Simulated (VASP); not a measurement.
A run of VASP 6.6.1:

Contents of INCAR:

```
PREC = Accurate
ENCUT = 520
EDIFF = 1E-8
ISMEAR = -1
SIGMA = 0.03
LREAL = F
LASPH = T
NELM = 60
ALGO = Normal
ISIF = 2
LWAVE = F
LCHARG = F
GGA = PS
LEFG = T
NBANDS = 19
```

KPOINTS

```
Automatic mesh
0
Gamma
  13 13 10
```

Contents of POSCAR:

```
ZrHg
1.0
    3.0840600000      0.0000000000      0.0000000000
    0.0000000000      3.0840600000      0.0000000000
    0.0000000000      0.0000000000      4.1700000000
Zr Hg
1 1
Direct
    0.5000000000      0.5000000000      0.5000000000
    0.0000000000      0.0000000000      0.0000000000
```

Potentials or basis: VASP PAW PBE potentials, release 64 (Zr_sv, Hg).

Command:

```console
$ cat potpaw_PBE.64/Zr_sv/POTCAR potpaw_PBE.64/Hg/POTCAR > POTCAR
$ mpirun -np 1 vasp_std > vasp.out
```

Hardware: 1 thread of Intel(R) Xeon(R) Platinum 8259CL CPU @ 2.50GHz (Skylake/Cascade Lake) (shared host).

How long does it take, and how much memory?

Run time: 120 s on 1 thread of Intel(R) Xeon(R) Platinum 8259CL CPU @ 2.50GHz (Skylake/Cascade Lake), with other jobs on the host, peak memory 0.25 GiB. Counts: scf iterations 14, k points 168.
